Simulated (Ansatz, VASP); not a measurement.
**Two plane-wave programs on CoTeW**

```xyz
6
Lattice="5.2466 0.0000 0.0000 0.0000 5.0552 0.0000 0.0000 0.0000 8.8489" Properties=species:S:1:pos:R:3 pbc="T T T"
W     0.0000    0.0000    4.8651
W     2.6233    2.5276    3.9838
Te    0.0000    0.0000    0.1124
Te    2.6233    2.5276    8.7365
Co    0.0000    2.5276    2.4113
Co    2.6233    0.0000    6.4376
```

Alike in both runs: task single point; functional PBE; k mesh 4 × 4 × 2; occupations methfessel-paxton of order 1, width 0.005 eV; no spin polarisation.

|  | VASP | Ansatz |
| --- | --- | --- |
| version | VASP 6.6.1 | Ansatz 0.2.0 |
| potentials or method | VASP PAW PBE potentials, release 64 (W_sv, Te, Co), cutoff 600 eV | PAW plane waves |
| valence electrons in the cell | 58 | 94 |

|  | VASP | Ansatz | Ansatz less VASP |
| --- | --- | --- | --- |
| gap on the k mesh at the Fermi level (eV) | none | none | - |
| pressure (GPa) | -18.0 | -18.0 | -0.05 |
| traceless stress, the component that is largest in VASP (GPa) | -3.84 | -3.86 | -0.014 |
| rms of the force components (eV/Å) | 0.538 | 0.542 | +0.0042 |

Atom by atom the forces differ by 0.005 eV/Å (rms over components). A gap of «none» marks a metal or a gap that the smearing closes. With one functional, cell and mesh, what is left measures potentials, basis and numerics. VASP's potentials hold 58 valence electrons a cell and Ansatz's 94, so a difference there can come from the potentials and not from the codes.

Spin-orbit coupling is off throughout.
